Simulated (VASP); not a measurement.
# Ru (P6_3/mmc) in VASP: a series of runs

Ru is run at these levels: PBE; tasks: single point.

Program: VASP 6.6.1. These are calculated values, not measurements. Logs are shortened: lines on timing, memory, paths and dates and some standing lists are left out, and cuts for length are marked.

**1. The cell of the first run**

It takes space group P6_3/mmc (No. 194, hexagonal). The conventional cell has a = 2.706 Å, b = 2.706 Å, c = 4.282 Å, α = 90.00°, β = 90.00°, γ = 120.00°. Ru (site symmetry -6m2) has 12 Ru at 2.65 to 2.71 Å within 3.5 Å.

**2. Single point, PBE**

The input, INCAR:

```
ALGO     = Normal         # electronic algorithm
EDIFF    = 1E-6           # SCF threshold, eV
ENCUT    = 500            # plane-wave cutoff, eV
GGA      = PE             # functional
GGA_COMPAT= F            
ISIF     = 2              # what is computed and relaxed
ISMEAR   = -1             # smearing method
LASPH    = T              # aspherical terms in the spheres
LCHARG   = T              # write CHGCAR
LELF     = T              # ELF
LREAL    = F              # projectors in reciprocal space
LVHAR    = T            
LWAVE    = F              # write WAVECAR
NBANDS   = 21             # bands
NELM     = 120            # most SCF steps
PREC     = Accurate       # precision mode
SIGMA    = 0.1            # smearing width, eV
```

The input, KPOINTS:

```
k-points
0
Gamma
  4 4 3
```

The input, POSCAR:

```
Ru
1.0
    2.7058000000      0.0000000000      0.0000000000
   -1.3529000000      2.3432920000      0.0000000000
    0.0000000000      0.0000000000      4.2819000000
Ru
2
Direct
    0.3333333333      0.6666666667      0.2500000000
    0.6666666667      0.3333333333      0.7500000000
```

Potentials or basis: VASP PAW PBE potentials, release 64 (Ru_pv).

Started as:

```console
$ cat potpaw_PBE.64/Ru_pv/POTCAR > POTCAR
$ mpirun -np 1 vasp_std > vasp.out
```

OUTCAR:

```text
EDIFF = 1E-6
   ENCUT = 500
   GGA = PE
   ISIF = 2
   ISMEAR = -1
   LASPH = T
   LREAL = F
   NELM = 120
   PREC = Accurate

 ion  position               nearest neighbor table
   1  0.333  0.667  0.250-   2 2.65   2 2.65   2 2.65   2 2.65   2 2.65   2 2.65
   2  0.667  0.333  0.750-   1 2.65   1 2.65   1 2.65   1 2.65   1 2.65   1 2.65

  LATTYP: Found a hexagonal cell.
 ALAT       =     2.7058000000
 C/A-ratio  =     1.5824894671

  Lattice vectors:

 A1 = (   2.7058000000,   0.0000000000,   0.0000000000)
 A2 = (  -1.3529000000,   2.3432920000,   0.0000000000)
 A3 = (   0.0000000000,   0.0000000000,   4.2819000000)

Analysis of symmetry for initial positions (statically):
=====================================================================
 Subroutine PRICEL returns:
 Original cell was already a primitive cell.

 Routine SETGRP: Setting up the symmetry group for a
 hexagonal supercell.

 Subroutine GETGRP returns: Found 24 space group operations
 (whereof 12 operations were pure point group operations)
 out of a pool of 24 trial point group operations.

The static configuration has the point symmetry D_3d.
 The point group associated with its full space group is D_6h.

Analysis of symmetry for dynamics (positions and initial velocities):
=====================================================================
 Subroutine PRICEL returns:
 Original cell was already a primitive cell.

 Routine SETGRP: Setting up the symmetry group for a
 hexagonal supercell.

 Subroutine GETGRP returns: Found 24 space group operations
 (whereof 12 operations were pure point group operations)
 out of a pool of 24 trial point group operations.

The dynamic configuration has the point symmetry D_3d.
 The point group associated with its full space group is D_6h.

 Subroutine INISYM returns: Found 24 space group operations
 (whereof 12 operations are pure point group operations),
 and found     1 'primitive' translations

----------------------------------------------------------------------------------------

                                     Primitive cell

  volume of cell :      27.1493

  direct lattice vectors                    reciprocal lattice vectors
     2.705800000  0.000000000  0.000000000     0.369576465  0.213375030  0.000000000
    -1.352900000  2.343292000  0.000000000     0.000000000  0.426750059  0.000000000
     0.000000000  0.000000000  4.281900000     0.000000000  0.000000000  0.233541185

  length of vectors
     2.705800000  2.705800400  4.281900000     0.426750122  0.426750059  0.233541185

  position of ions in fractional coordinates (direct lattice)
     0.333333333  0.666666667  0.250000000
     0.666666667  0.333333333  0.750000000

  ion indices of the primitive-cell ions
   primitive index   ion index
                 1           1
                 2           2

----------------------------------------------------------------------------------------

 KPOINTS: k-points

Automatic generation of k-mesh.
 Grid dimensions read from file:
 generate k-points for:    4    4    3

 Generating k-lattice:

  Cartesian coordinates                     Fractional coordinates (reciprocal lattice)
     0.092394116  0.053343757  0.000000000     0.250000000  0.000000000  0.000000000
     0.000000000  0.106687515  0.000000000     0.000000000  0.250000000  0.000000000
     0.000000000  0.000000000  0.077847062     0.000000000  0.000000000  0.333333333

  Length of vectors
     0.106687531  0.106687515  0.077847062

  Shift w.r.t. Gamma in fractional coordinates (k-lattice)
     0.000000000  0.000000000  0.000000000

 Subroutine IBZKPT returns following result:
 ===========================================

 Found      8 irreducible k-points:

 Following reciprocal coordinates:
            Coordinates               Weight
  0.000000  0.000000  0.000000      1.000000
  0.250000  0.000000  0.000000      6.000000
  0.500000  0.000000  0.000000      3.000000
  0.250000  0.250000  0.000000      6.000000
  0.000000  0.000000  0.333333      2.000000
  0.250000  0.000000  0.333333     12.000000
  0.500000  0.000000  0.333333      6.000000
  0.250000  0.250000  0.333333     12.000000
   k-points           NKPTS =      8   k-points in BZ     NKDIM =      8   number of bands    NBANDS=     21
   number of dos      NEDOS =    301   number of ions     NIONS =      2
   total plane-waves  NPLWV =  12800
   dimension x,y,z NGX =    20 NGY =   20 NGZ =   32
   dimension x,y,z NGXF=    40 NGYF=   40 NGZF=   64
   ions per type =               2
   NGX,Y,Z   is equivalent  to a cutoff of  12.29, 12.29, 12.42 a.u.
   NGXF,Y,Z  is equivalent  to a cutoff of  24.58, 24.58, 24.85 a.u.
 SYSTEM =  unknown system
   PREC   = accura    normal or accurate (medium, high low for compatibility)
   ISTART =      0    job   : 0-new  1-cont  2-samecut
   ICHARG =      2    charge: 1-file 2-atom 10-const
   ISPIN  =      1    spin polarized calculation?
   LNONCOLLINEAR =      F non collinear calculations
   LSORBIT =      F    spin-orbit coupling
   LASPH  =      T    aspherical Exc in radial PAW
   ENCUT  =  500.0 eV  36.75 Ry    6.06 a.u.   4.93  4.93  7.81*2*pi/ulx,y,z
   NELM   =    120;   NELMIN=  2; NELMDL= -5     # of ELM steps
   EDIFF  = 0.1E-05   stopping-criterion for ELM
   LREAL  =      F    real-space projection
   EDIFFG = 0.1E-04   stopping-criterion for IOM
   NSW    =      0    number of steps for IOM
   IBRION =     -1    ionic relax: 0-MD 1-quasi-New 2-CG
   NFREE  =      0    steps in history (QN), initial steepest desc. (CG)
   ISIF   =      2    stress and relaxation
   ISYM   =      2    0-nonsym 1-usesym 2-fastsym
   POTIM  = 0.5000    time-step for ionic-motion
   TEBEG  =    0.0;   TEEND  =   0.0 temperature during run
   PSTRESS=    0.0 pullay stress
   NELECT =      28.0000    total number of electrons
   NUPDOWN=      -1.0000    fix difference up-down
   EMIN   =  10.00;   EMAX   =-10.00  energy-range for DOS
   EFERMI =   0.00;   METHOD = LEGACY
   ISMEAR =    -1;   SIGMA  =   0.10  broadening in eV -4-tet -1-fermi 0-gaus
   EFERMI_NEDOS =   21; number of points for ismear=-14 and -15
   IALGO  =     38    algorithm
   IMIX   =      4    mixing-type and parameters
     AMIX     =   0.40;   BMIX     =  1.00
     AMIX_MAG =   1.60;   BMIX_MAG =  1.00
  volume/ion in A,a.u.               =      13.57        91.61
  Fermi-wavevector in a.u.,A,eV,Ry     =   1.654022  3.125648 37.222669  2.735789
  Thomas-Fermi vector in A             =   2.742361
   LORBIT       =      0    0 simple, 1 ext, 2 COOP (PROOUT), +10 PAW based schemes
   GGA     = PE    functional components
   LHFCALC =     F    Hartree Fock is set to
   AEXX    =    0.0000 exact exchange contribution
   IVDW    =     0    specifies the selected vdW correction
   LEPSILON=     F    determine dielectric tensor
   LRPA    =     F    only Hartree local field effects (RPA)
 non-spin polarized calculation
  energy-cutoff  :      500.00
  volume of cell :       27.15
 maximum number of plane-waves:       697
 NGX is ok and might be reduce to    20
   NGX =  9   NGY =  9   NGZ = 15

 number of electron      28.0000009 magnetization

 Free energy of the ion-electron system (eV)
  ---------------------------------------------------
  ext. energy  EPLUGINS =         0.00000000
  ---------------------------------------------------
  free energy    TOTEN  =       -18.57344376 eV

  energy without entropy =      -18.49439362  energy(sigma->0) =      -18.53391869

 E-fermi :  12.7471     XC(G=0): -14.1143

 val. band max:       12.6346201675   @ k =   0.0000   0.0000   0.3333
 cond. band min:      12.7762136099   @ k =   0.2500   0.0000   0.3333
 fundamental gap:      0.1415934424
 Fermi energy:        12.7471454598

 k-point     1 :       0.0000    0.0000    0.0000
  band No.  band energies     occupation
      1     -30.8436      2.00000
      2     -29.7954      2.00000
      3     -29.7954      2.00000
      4     -29.6982      2.00000
      5     -29.6241      2.00000
      6     -29.6241      2.00000
[... 13 lines left out ...]
     20      23.3256      0.00000
     21      23.3705      0.00000

 k-point     2 :       0.2500    0.0000    0.0000
  band No.  band energies     occupation
      1     -30.6500      2.00000
      2     -30.1699      2.00000
      3     -30.0012      2.00000
      4     -29.9158      2.00000
      5     -29.7974      2.00000
      6     -29.6803      2.00000
[... 13 lines left out ...]
     20      23.3256      0.00000
     21      23.3399      0.00000

 k-point     3 :       0.5000    0.0000    0.0000
  band No.  band energies     occupation
      1     -30.5431      2.00000
      2     -30.3617      2.00000
      3     -30.3510      2.00000
      4     -30.0272      2.00000
      5     -29.9903      2.00000
      6     -29.7431      2.00000
[... 13 lines left out ...]
     20      23.3245      0.00000
     21      23.9775      0.00000

 k-point     4 :       0.2500    0.2500    0.0000
  band No.  band energies     occupation
      1     -30.3855      2.00000
      2     -30.3655      2.00000
      3     -30.3025      2.00000
      4     -30.0809      2.00000
      5     -29.9863      2.00000
      6     -29.9101      2.00000
[... 13 lines left out ...]
     20      23.3212      0.00000
     21      23.3276      0.00000

 k-point     5 :       0.0000    0.0000    0.3333
  band No.  band energies     occupation
      1     -30.5689      2.00000
      2     -29.9967      2.00000
      3     -29.7529      2.00000
      4     -29.7529      2.00000
      5     -29.6672      2.00000
      6     -29.6672      2.00000
[... 13 lines left out ...]
     20      23.3253      0.00000
     21      27.0195      0.00000

 k-point     6 :       0.2500    0.0000    0.3333
  band No.  band energies     occupation
      1     -30.5386      2.00000
      2     -30.2404      2.00000
      3     -30.0216      2.00000
      4     -29.8576      2.00000
      5     -29.8231      2.00000
      6     -29.7399      2.00000
[... 13 lines left out ...]
     20      23.3254      0.00000
     21      26.7003      0.00000

 k-point     7 :       0.5000    0.0000    0.3333
  band No.  band energies     occupation
      1     -30.6796      2.00000
      2     -30.5620      2.00000
      3     -30.0782      2.00000
      4     -29.9572      2.00000
      5     -29.9138      2.00000
      6     -29.8152      2.00000
[... 13 lines left out ...]
     20      23.3203      0.00000
     21      23.4959      0.00000

 k-point     8 :       0.2500    0.2500    0.3333
  band No.  band energies     occupation
      1     -30.5536      2.00000
      2     -30.4806      2.00000
      3     -30.1613      2.00000
      4     -30.0671      2.00000
      5     -29.9212      2.00000
      6     -29.8371      2.00000
[... 13 lines left out ...]
     20      23.3250      0.00000
     21      24.5611      0.00000

------------------------ aborting loop because EDIFF is reached ----------------------------------------

  FORCE on cell =-STRESS in cart. coord.  units (eV):
  Direction    XX          YY          ZZ          XY          YZ          ZX
  --------------------------------------------------------------------------------------
  -------------------------------------------------------------------------------------
  Total        1.0429954      1.0429958      0.0171593      0.0000000      0.0000000      0.0000000
  in kB       61.5508934     61.5509177      1.0126317      0.0000000      0.0000000      0.0000000
  external PRESSURE =      41.3714809 kB  Pullay stress =       0.0000000 kB

 VOLUME and BASIS-vectors are now :
 -----------------------------------------------------------------------------
  energy-cutoff  :      500.00
  volume of cell :       27.15
      direct lattice vectors                 reciprocal lattice vectors
     2.705800000  0.000000000  0.000000000     0.369576465  0.213375030  0.000000000
    -1.352900000  2.343292000  0.000000000     0.000000000  0.426750059  0.000000000
     0.000000000  0.000000000  4.281900000     0.000000000  0.000000000  0.233541185

 POSITION                                       TOTAL-FORCE (eV/Angst)
 -----------------------------------------------------------------------------------
     -0.00000      1.56219      1.07048         0.000000     -0.000000      0.000000
      1.35290      0.78110      3.21143        -0.000000      0.000000      0.000000
 -----------------------------------------------------------------------------------
    total drift:                               -0.000000      0.000000     -0.000000

  FREE ENERGIE OF THE ION-ELECTRON SYSTEM (eV)
  ---------------------------------------------------
  free  energy   TOTEN  =       -18.5734437622 eV

  energy  without entropy=      -18.4943936218  energy(sigma->0) =      -18.53391869
```

Wall time 4.3 s (1 thread of Intel Xeon Platinum 8559C (Emerald Rapids), shared host); peak memory 0.14 GiB.

Results:

* Free energy: -18.5734 eV
* Pressure: 4.1 GPa
* Band gap on the k mesh: zero (band 14 reaches 14.52 eV, above the bottom of band 15 at 11.44 eV)

Levels at points of the mesh, in eV from the Fermi level:
```
           k point  band 10  band 11  band 12  band 13  band 14  band 15  band 16  band 17  band 18  band 19
(0.00, 0.00, 0.00)    -2.43    -2.34    -1.74    -1.74    -1.30    -1.30     1.28     1.28     1.36    10.38
(0.50, 0.00, 0.00)    -2.93    -1.99    -1.70    -1.42     1.60     2.01     2.02     4.19     6.26    10.58
```

Caveat: the k points lie up to 0.67 Å⁻¹ apart.

**3. Single point, PBE**

The input, INCAR:

```
SYSTEM = Ru
PREC = Accurate
ENCUT = 500
EDIFF = 1E-6
ISMEAR = -1
SIGMA = 0.1
LREAL = .False.
LASPH = .True.
NELM = 120
ALGO = Normal
ISIF = 2
LWAVE = .False.
LCHARG = .False.
GGA = PE
NBANDS = 21
GGA_COMPAT = .False.
```

The input, KPOINTS:

```
regular mesh
0
Gamma
  9 9 5
  0 0 0
```

POSCAR is that of step 2.

Potentials or basis: VASP PAW PBE potentials, release 64 (Ru_pv).

Started as:

```console
$ cat potpaw_PBE.64/Ru_pv/POTCAR > POTCAR
$ mpirun -np 1 vasp_std > vasp.out
```

Wall time 7.9 s (1 thread of Intel Xeon Platinum 8559C (Emerald Rapids), shared host); peak memory 0.15 GiB.

It converged, with:

```yaml
Free_energy: -18.5133 eV
Pressure: 4.4 GPa
Band_gap_on_the_k_mesh: zero (band 14 reaches 14.30 eV, above the bottom of band 15 at 11.26 eV)
```

Stress tensor (GPa, compression positive):
```
4.68 0.00 0.00
0.00 4.68 0.00
0.00 0.00 3.83
```

Levels at points of the mesh, in eV from the Fermi level:
| k point | band 10 | band 11 | band 12 | band 13 | band 14 | band 15 | band 16 | band 17 | band 18 | band 19 |
| --- | --- | --- | --- | --- | --- | --- | --- | --- | --- | --- |
| (0.00, 0.00, 0.00) | -2.68 | -2.50 | -2.00 | -2.00 | -1.47 | -1.47 | 1.10 | 1.10 | 1.22 | 10.21 |

**4. Single point, PBE**

The input, INCAR:

```
  PREC = Accurate
  ENCUT = 500
  EDIFF = 1E-6
  ISMEAR = -1
  SIGMA = 0.1
  LREAL = False
  LASPH = True
  NELM = 120
  ALGO = Normal
  ISIF = 2
  LWAVE = False
  LCHARG = False
  GGA = PE
  NBANDS = 21
  GGA_COMPAT = False
```

The input, KPOINTS:

```
regular mesh
0
Gamma
  9 9 5
```

POSCAR is that of step 3.

Started as:

```console
$ cat potpaw_PBE.64/Ru_pv/POTCAR > POTCAR
$ mpirun -np 1 vasp_std > vasp.out
```

Wall time 8 s (1 thread of Intel Xeon Platinum 8559C (Emerald Rapids), shared host); peak memory 0.14 GiB.

The run converged. Its results:

* Free energy: -18.5133 eV
* Pressure: 4.4 GPa
* Band gap on the k mesh: zero (band 14 reaches 14.30 eV, above the bottom of band 15 at 11.26 eV)

Stress tensor (GPa, compression positive):
```
4.68 0.00 0.00
0.00 4.68 0.00
0.00 0.00 3.83
```

Levels at points of the mesh, in eV from the Fermi level:
| k point | band 11 | band 12 | band 13 | band 14 | band 15 | band 16 | band 17 | band 18 |
| --- | --- | --- | --- | --- | --- | --- | --- | --- |
| (0.00, 0.00, 0.00) | -2.50 | -2.00 | -2.00 | -1.47 | -1.47 | 1.10 | 1.10 | 1.22 |
